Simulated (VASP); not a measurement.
SnTe, 2 atoms in the cell. It takes space group Pm-3m (No. 221, cubic). Conventional cell: a = 3.905 Å, b = 3.905 Å, c = 3.905 Å, α = 90.00°, β = 90.00°, γ = 90.00°. Te (site symmetry m-3m) has 8 Sn at 3.38 Å and 6 Te at 3.90 Å within 4.4 Å. Sn (site symmetry m-3m) has 8 Te at 3.38 Å and 6 Sn at 3.90 Å within 4.4 Å. 

- Program: VASP 6.6.1
- Task: single point
- Functional: RPBE
- Potentials or basis: VASP PAW PBE potentials, release 64 (Te, Sn_d)
- Cutoff: 520 eV
- k mesh: 7 × 7 × 7
- Occupations: gaussian, width 0.05 eV
- Spin: no spin polarisation
- Dipole correction: no
- Further INCAR settings: ALGO = Normal; EDIFF = 1e-07; NBANDS = 17

Potentials or basis: VASP PAW PBE potentials, release 64 (Te, Sn_d).

Run with:

```bash
$ cat potpaw_PBE.64/Te/POTCAR potpaw_PBE.64/Sn_d/POTCAR > POTCAR
$ mpirun -np 1 vasp_std > vasp.out
```

Hardware: 1 thread of Intel(R) Xeon(R) Platinum 8488C (Sapphire Rapids) (shared host).

How long does it take, and how much memory?

Wall time 22 s on 1 thread of Intel(R) Xeon(R) Platinum 8488C (Sapphire Rapids) (shared host), peak memory 0.17 GiB. Counts: scf iterations 13, k points 20.
